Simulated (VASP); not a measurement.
# Dy2Be3O (P-6m2) in VASP: relaxation of cell and atoms with PBE

Aim: the relaxation of cell and atoms of Dy2Be3O with PBE.

Everything below comes from runs of VASP 6.6.1. Logs are shortened: lines on timing, memory, paths and dates and some standing lists are left out, and cuts for length are marked.

## Step 1: The cell of the first run

The structure is hexagonal, space group P-6m2 (No. 187). Conventional cell: a = 5.309 Å, b = 5.309 Å, c = 5.059 Å, α = 90.00°, β = 90.00°, γ = 120.00°. Dy (site symmetry -6m2) has 3 Dy at 3.07 Å and 12 Be at 3.24 to 3.97 Å and 6 O at 3.97 Å within 4.0 Å. Dy (site symmetry -6m2) has 8 Be at 2.53 to 3.24 Å and 3 Dy at 3.07 Å within 3.3 Å. Be (site symmetry 3m) has 1 O at 1.47 Å within 2.0 Å. Within 3.4 Å of Be (site symmetry -6m2) lie 2 Dy at 2.53 Å and 3 O at 3.07 Å and 6 Be at 3.40 Å. Within 2.0 Å of O (site symmetry -6m2) lie 2 Be at 1.47 Å.

The cell was generated, and may not be a known phase.

## Step 2: Relaxation of cell and atoms, PBE

The input, INCAR:

```
ALGO = Normal ; EDIFF = 1E-7
EDIFFG = -0.01 ; ENCUT = 600
GGA = PE ; GGA_COMPAT = F
IBRION = 2 ; ISIF = 3
ISMEAR = 0 ; LASPH = T
LCHARG = F ; LMAXMIX = 6
LREAL = F ; LWAVE = F
NELM = 200 ; NELMIN = 4
NSW = 100 ; PREC = Accurate
SIGMA = 0.1
```

The input, KPOINTS:

```
k-points
0
Gamma
  12 12 8
```

The input, POSCAR:

```
Dy2Be3O
1.0
    5.3091760683      0.0000000000      0.0000000000
   -2.6545880341      4.5978813483      0.0000000000
    0.0000000000      0.0000000000      5.0590002107
Dy Be O
2 3 1
Direct
    0.6666666667      0.3333333333      0.0000000000
    0.0000000000      0.0000000000      0.0000000000
    0.3333333333      0.6666666667      0.2101274276
    0.3333333333      0.6666666667      0.7898725724
    0.0000000000      0.0000000000      0.5000000000
    0.3333333333      0.6666666667      0.5000000000
```

Potentials or basis: VASP PAW PBE potentials, release 64 (Dy_3, Be, O), 4f in core.

Command:

```
$ cat potpaw_PBE.64/Dy_3/POTCAR potpaw_PBE.64/Be/POTCAR potpaw_PBE.64/O/POTCAR > POTCAR
$ mpirun -np 1 vasp_std > vasp.out
```

OUTCAR:

```text
EDIFF = 1E-7
   EDIFFG = -0.01
   ENCUT = 600
   GGA = PE
   IBRION = 2
   ISIF = 3
   ISMEAR = 0
   LASPH = T
   LREAL = F
   NELM = 200
   NELMIN = 4
   NSW = 100
   PREC = Accurate

 ion  position               nearest neighbor table
   1  0.667  0.333  0.000-   2 3.07   2 3.07   2 3.07
   2  0.000  0.000  0.000-   5 2.53   5 2.53   1 3.07   1 3.07   1 3.07
   3  0.333  0.667  0.210-   6 1.47   4 2.13
   4  0.333  0.667  0.790-   6 1.47   3 2.13
   5  0.000  0.000  0.500-   2 2.53   2 2.53
   6  0.333  0.667  0.500-   3 1.47   4 1.47

  LATTYP: Found a hexagonal cell.
 ALAT       =     5.3091760683
 C/A-ratio  =     0.9528785909

  Lattice vectors:

 A1 = (   5.3091760683,   0.0000000000,   0.0000000000)
 A2 = (  -2.6545880341,   4.5978813483,   0.0000000000)
 A3 = (   0.0000000000,   0.0000000000,   5.0590002107)

Analysis of symmetry for initial positions (statically):
=====================================================================
 Subroutine PRICEL returns:
 Original cell was already a primitive cell.

 Routine SETGRP: Setting up the symmetry group for a
 hexagonal supercell.

 Subroutine GETGRP returns: Found 12 space group operations
 (whereof 12 operations were pure point group operations)
 out of a pool of 24 trial point group operations.

The static configuration has the point symmetry D_3h.

Analysis of symmetry for dynamics (positions and initial velocities):
=====================================================================
 Subroutine PRICEL returns:
 Original cell was already a primitive cell.

 Routine SETGRP: Setting up the symmetry group for a
 hexagonal supercell.

 Subroutine GETGRP returns: Found 12 space group operations
 (whereof 12 operations were pure point group operations)
 out of a pool of 24 trial point group operations.

The dynamic configuration has the point symmetry D_3h.

 Subroutine INISYM returns: Found 12 space group operations
 (whereof 12 operations are pure point group operations),
 and found     1 'primitive' translations

----------------------------------------------------------------------------------------

                                     Primitive cell

  volume of cell :     123.4951

  direct lattice vectors                    reciprocal lattice vectors
     5.309176068  0.000000000  0.000000000     0.188353143  0.108745738  0.000000000
    -2.654588034  4.597881348  0.000000000     0.000000000  0.217491476  0.000000000
     0.000000000  0.000000000  5.059000211     0.000000000  0.000000000  0.197667515

  length of vectors
     5.309176068  5.309176068  5.059000211     0.217491476  0.217491476  0.197667515

  position of ions in fractional coordinates (direct lattice)
     0.666666667  0.333333333  0.000000000
     0.000000000  0.000000000  0.000000000
     0.333333333  0.666666667  0.210127428
     0.333333333  0.666666667  0.789872572
     0.000000000  0.000000000  0.500000000
     0.333333333  0.666666667  0.500000000

  ion indices of the primitive-cell ions
   primitive index   ion index
                 1           1
                 2           2
                 3           3
                 4           4
                 5           5
                 6           6

----------------------------------------------------------------------------------------

 KPOINTS: k-points

Automatic generation of k-mesh.
 Grid dimensions read from file:
 generate k-points for:   12   12    8

 Generating k-lattice:

  Cartesian coordinates                     Fractional coordinates (reciprocal lattice)
     0.015696095  0.009062145  0.000000000     0.083333333  0.000000000  0.000000000
     0.000000000  0.018124290  0.000000000     0.000000000  0.083333333  0.000000000
     0.000000000  0.000000000  0.024708439     0.000000000  0.000000000  0.125000000

  Length of vectors
     0.018124290  0.018124290  0.024708439

  Shift w.r.t. Gamma in fractional coordinates (k-lattice)
     0.000000000  0.000000000  0.000000000

 Subroutine IBZKPT returns following result:
 ===========================================

 Found     95 irreducible k-points:

 Following reciprocal coordinates:
            Coordinates               Weight
  0.000000  0.000000  0.000000      1.000000
  0.083333 -0.000000  0.000000      6.000000
  0.166667 -0.000000  0.000000      6.000000
  0.250000 -0.000000  0.000000      6.000000
  0.333333  0.000000  0.000000      6.000000
  0.416667  0.000000  0.000000      6.000000
[... 16 lines left out ...]
  0.250000 -0.000000  0.125000     12.000000
  0.333333  0.000000  0.125000     12.000000
 [... further k-points ...]
   k-points           NKPTS =     95   k-points in BZ     NKDIM =     95   number of bands    NBANDS=     19
   number of dos      NEDOS =    301   number of ions     NIONS =      6
   total plane-waves  NPLWV =  70560
   dimension x,y,z NGX =    42 NGY =   42 NGZ =   40
   dimension x,y,z NGXF=    84 NGYF=   84 NGZF=   80
   ions per type =               2   3   1
   NGX,Y,Z   is equivalent  to a cutoff of  13.15, 13.15, 13.14 a.u.
   NGXF,Y,Z  is equivalent  to a cutoff of  26.30, 26.30, 26.29 a.u.
 SYSTEM =  unknown system
   PREC   = accura    normal or accurate (medium, high low for compatibility)
   ISTART =      0    job   : 0-new  1-cont  2-samecut
   ICHARG =      2    charge: 1-file 2-atom 10-const
   ISPIN  =      1    spin polarized calculation?
   LNONCOLLINEAR =      F non collinear calculations
   LSORBIT =      F    spin-orbit coupling
   LASPH  =      T    aspherical Exc in radial PAW
   ENCUT  =  600.0 eV  44.10 Ry    6.64 a.u.  10.60 10.60 10.10*2*pi/ulx,y,z
   NELM   =    200;   NELMIN=  4; NELMDL= -5     # of ELM steps
   EDIFF  = 0.1E-06   stopping-criterion for ELM
   LREAL  =      F    real-space projection
   EDIFFG = -.1E-01   stopping-criterion for IOM
   NSW    =    100    number of steps for IOM
   IBRION =      2    ionic relax: 0-MD 1-quasi-New 2-CG
   NFREE  =      1    steps in history (QN), initial steepest desc. (CG)
   ISIF   =      3    stress and relaxation
   ISYM   =      2    0-nonsym 1-usesym 2-fastsym
   POTIM  = 0.5000    time-step for ionic-motion
   TEBEG  =    0.0;   TEEND  =   0.0 temperature during run
   PSTRESS=    0.0 pullay stress
   NELECT =      30.0000    total number of electrons
   NUPDOWN=      -1.0000    fix difference up-down
   EMIN   =  10.00;   EMAX   =-10.00  energy-range for DOS
   EFERMI =   0.00;   METHOD = LEGACY
   ISMEAR =     0;   SIGMA  =   0.10  broadening in eV -4-tet -1-fermi 0-gaus
   EFERMI_NEDOS =   21; number of points for ismear=-14 and -15
   IALGO  =     38    algorithm
   IMIX   =      4    mixing-type and parameters
     AMIX     =   0.40;   BMIX     =  1.00
     AMIX_MAG =   1.60;   BMIX_MAG =  1.00
  volume/ion in A,a.u.               =      20.58       138.90
  Fermi-wavevector in a.u.,A,eV,Ry     =   1.021485  1.930327 14.196753  1.043432
  Thomas-Fermi vector in A             =   2.155112
   LORBIT       =      0    0 simple, 1 ext, 2 COOP (PROOUT), +10 PAW based schemes
   GGA     = PE    functional components
   LHFCALC =     F    Hartree Fock is set to
   AEXX    =    0.0000 exact exchange contribution
   IVDW    =     0    specifies the selected vdW correction
   LEPSILON=     F    determine dielectric tensor
   LRPA    =     F    only Hartree local field effects (RPA)
 conjugate gradient relaxation of ions
 non-spin polarized calculation
 Gauss-broadening in eV      SIGMA  =   0.10
  energy-cutoff  :      600.00
  volume of cell :      123.50
 maximum number of plane-waves:      4172
   NGX = 21   NGY = 21   NGZ = 21

--------------------------------------- Ionic step        1  -------------------------------------------

 number of electron      30.0000006 magnetization

 Free energy of the ion-electron system (eV)
  ---------------------------------------------------
  ext. energy  EPLUGINS =         0.00000000
  ---------------------------------------------------
  free energy    TOTEN  =       -23.57738234 eV

  energy without entropy =      -23.53508379  energy(sigma->0) =      -23.55623307

------------------------ aborting loop because EDIFF is reached ----------------------------------------

  FORCE on cell =-STRESS in cart. coord.  units (eV):
  Direction    XX          YY          ZZ          XY          YZ          ZX
  --------------------------------------------------------------------------------------
  -------------------------------------------------------------------------------------
  Total        0.0215635      0.0215635      0.3231490      0.0000000     -0.0000000      0.0000000
  in kB        0.2797562      0.2797562      4.1924106      0.0000000     -0.0000000      0.0000000
  external PRESSURE =       1.5839744 kB  Pullay stress =       0.0000000 kB

 VOLUME and BASIS-vectors are now :
 -----------------------------------------------------------------------------
  energy-cutoff  :      600.00
  volume of cell :      123.50
      direct lattice vectors                 reciprocal lattice vectors
     5.309176068  0.000000000  0.000000000     0.188353143  0.108745738  0.000000000
    -2.654588034  4.597881348  0.000000000     0.000000000  0.217491476  0.000000000
     0.000000000  0.000000000  5.059000211     0.000000000  0.000000000  0.197667515
[... 81 lines left out ...]
 POSITION                                       TOTAL-FORCE (eV/Angst)
 -----------------------------------------------------------------------------------
      2.65498      1.53285     -0.00000         0.000000      0.000000      0.000000
      0.00000     -0.00000      0.00000         0.000000      0.000000      0.000000
     -0.00000      3.06571      1.06558         0.000000     -0.000000      0.049999
     -0.00000      3.06571      4.00460         0.000000      0.000000     -0.049999
      0.00000     -0.00000      2.53509         0.000000      0.000000      0.000000
     -0.00000      3.06571      2.53509        -0.000000     -0.000000     -0.000000
 -----------------------------------------------------------------------------------
    total drift:                                0.000000     -0.000000      0.000000

  FREE ENERGIE OF THE ION-ELECTRON SYSTEM (eV)
  ---------------------------------------------------
  free  energy   TOTEN  =       -23.5777391234 eV

  energy  without entropy=      -23.5352961844  energy(sigma->0) =      -23.55651765

--------------------------------------- Ionic step        4  -------------------------------------------

 number of electron      30.0000007 magnetization

 Free energy of the ion-electron system (eV)
  ---------------------------------------------------
  ext. energy  EPLUGINS =         0.00000000
  ---------------------------------------------------
  free energy    TOTEN  =       -23.57785794 eV

  energy without entropy =      -23.53525830  energy(sigma->0) =      -23.55655812

 E-fermi :   2.2404     XC(G=0):  -8.9504

 val. band max:        2.2403969730   @ k =   0.4167   0.1667   0.0000
 cond. band min:       2.2446834929   @ k =   0.4167   0.1667   0.1250
 fundamental gap:      0.0042865199
 Fermi energy:         2.2404428288

 k-point     1 :       0.0000    0.0000    0.0000
  band No.  band energies     occupation
      1     -21.8184      2.00000
      2     -21.8184      2.00000
      3     -21.7706      2.00000
      4     -20.6165      2.00000
      5     -20.5923      2.00000
      6     -20.5923      2.00000
[... 11 lines left out ...]
     18       3.5741      0.00000
     19       3.7142      0.00000
[... 485 lines left out ...]
 k-point    24 :       0.3333    0.0000    0.1250
  band No.  band energies     occupation
      1     -21.8559      2.00000
      2     -21.7641      2.00000
      3     -21.7456      2.00000
      4     -20.6794      2.00000
      5     -20.6246      2.00000
      6     -20.5461      2.00000
[... 11 lines left out ...]
     18       3.3598      0.00000
     19       3.7996      0.00000

 [... further k-points ...]
[... 5 lines left out ...]
  --------------------------------------------------------------------------------------
  -------------------------------------------------------------------------------------
  Total       -0.0042510     -0.0042510      0.0004656     -0.0000000      0.0000000      0.0000000
  in kB       -0.0549802     -0.0549802      0.0060224     -0.0000000      0.0000000      0.0000000
  external PRESSURE =      -0.0346460 kB  Pullay stress =       0.0000000 kB

 VOLUME and BASIS-vectors are now :
 -----------------------------------------------------------------------------
  energy-cutoff  :      600.00
  volume of cell :      123.88
      direct lattice vectors                 reciprocal lattice vectors
     5.309779138  0.000000000 -0.000000000     0.188331751  0.108733387  0.000000000
    -2.654889569  4.598403622 -0.000000000    -0.000000000  0.217466774  0.000000000
     0.000000000 -0.000000000  5.073545000     0.000000000  0.000000000  0.197100844

 POSITION                                       TOTAL-FORCE (eV/Angst)
 -----------------------------------------------------------------------------------
      2.65489      1.53280     -0.00000        -0.000000      0.000000     -0.000000
     -2.65489      4.59840     -0.00000        -0.000000     -0.000000     -0.000000
     -0.00000      3.06560      1.06869        -0.000000      0.000000     -0.000495
     -0.00000      3.06560      4.00485        -0.000000     -0.000000      0.000495
      2.65489      4.59840      2.53677        -0.000000      0.000000     -0.000000
     -0.00000      3.06560      2.53677         0.000000      0.000000     -0.000000
 -----------------------------------------------------------------------------------
    total drift:                                0.000000     -0.000000      0.000000

  FREE ENERGIE OF THE ION-ELECTRON SYSTEM (eV)
  ---------------------------------------------------
  free  energy   TOTEN  =       -23.5778579358 eV

  energy  without entropy=      -23.5352582963  energy(sigma->0) =      -23.55655812

 reached required accuracy - stopping structural energy minimisation
```

Run time: 11 min. Hardware: 1 thread of Intel Xeon Platinum 8488C (Sapphire Rapids), shared host; peak memory 0.47 GiB.

Results:

* Free energy: -23.5779 eV
* Relaxed volume: 20.65 Å³/atom
* Relaxed cell: a = 5.310 Å, b = 5.310 Å, c = 5.074 Å, α = 90.00°, β = 90.00°, γ = 120.00°
* Space group after relaxing (to 0.1 Å): P-6m2 (No. 187)
* Energy gained by relaxing: 0.1 meV/atom
* Ionic steps: 4
* Pressure after relaxing: 0.0 GPa
* Band gap on the k mesh: zero (bands 15 and 16 overlap by 1.28 eV)

Step by step:
```tsv
step	energy change (eV)	largest force (eV/Å)	pressure (GPa)	volume (Å³)
1	0.0000	0.0047	0.16	123.50
2	-0.0003	0.0579	-0.04	123.86
3	-0.0004	0.0500	-0.01	123.80
4	-0.0005	0.0005	0.00	123.88
```

Final structure:
```
CELL_PARAMETERS angstrom
5.30978 0.00000 0.00000
-2.65489 4.59840 0.00000
0.00000 0.00000 5.07355
ATOMIC_POSITIONS crystal
Dy 0.66667 0.33333 0.00000
Dy 0.00000 0.00000 0.00000
Be 0.33333 0.66667 0.21064
Be 0.33333 0.66667 0.78936
Be 0.00000 0.00000 0.50000
O 0.33333 0.66667 0.50000
```

Levels at points of the mesh, in eV from the Fermi level:
| k point | band 12 | band 13 | band 14 | band 15 | band 16 | band 17 | band 18 | band 19 |
| --- | --- | --- | --- | --- | --- | --- | --- | --- |
| (0.00, 0.00, 0.00) | -2.50 | 0.05 | 0.05 | 0.96 | 0.96 | 1.33 | 1.33 | 1.47 |
| (0.50, 0.00, 0.00) | -2.17 | -1.13 | -0.09 | 0.12 | 0.13 | 0.44 | 0.94 | 1.20 |
| (0.00, 0.00, 0.50) | -2.13 | -0.73 | -0.73 | -0.58 | -0.21 | -0.21 | 2.00 | 2.00 |
| (0.50, 0.00, 0.50) | -2.30 | -1.48 | -0.50 | -0.36 | -0.33 | -0.13 | 0.38 | 1.91 |

Caveat: spin-orbit coupling is left out, which moves the levels of the heavy elements; the 4f electrons are frozen in the core, so they carry no moment and show no levels; the run has no spin polarisation, though such a crystal can be magnetic. With open d or f shells a metallic result of PBE can be an artefact of self-interaction; +U or a hybrid may open a gap.
